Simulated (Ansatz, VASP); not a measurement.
# K in VASP and in Ansatz

```xyz
3
Lattice="7.5522 0.0000 0.0000 -3.7761 6.5404 0.0000 0.0000 0.0000 4.5170" Properties=species:S:1:pos:R:3 pbc="T T T"
K     0.0000    0.0000    2.2585
K     0.0000    4.3603    0.0000
K     3.7761    2.1801    0.0000
```

Alike in both runs: functional PBE; k mesh 6 × 6 × 10; occupations gaussian, width 0.1 eV; no spin polarisation.

Ansatz relaxed the structure, and its values are those at the end. VASP's run is a single point on that final structure, the one shown.

|  | VASP | Ansatz |
| --- | --- | --- |
| version | VASP 6.6.1 | Ansatz 0.2.0 |
| potentials or method | VASP PAW PBE potentials, release 64 (K_sv), cutoff 520 eV | scalar-relativistic, plane waves, PAW |
| valence electrons in the cell | 27 | 27 |

```csv
,VASP,Ansatz,Ansatz less VASP
gap on the k mesh at the Fermi level (eV),none,none,-
pressure (GPa),0.0,0.0,+0.01
```

A gap of «none» marks a metal or a gap that the smearing closes.
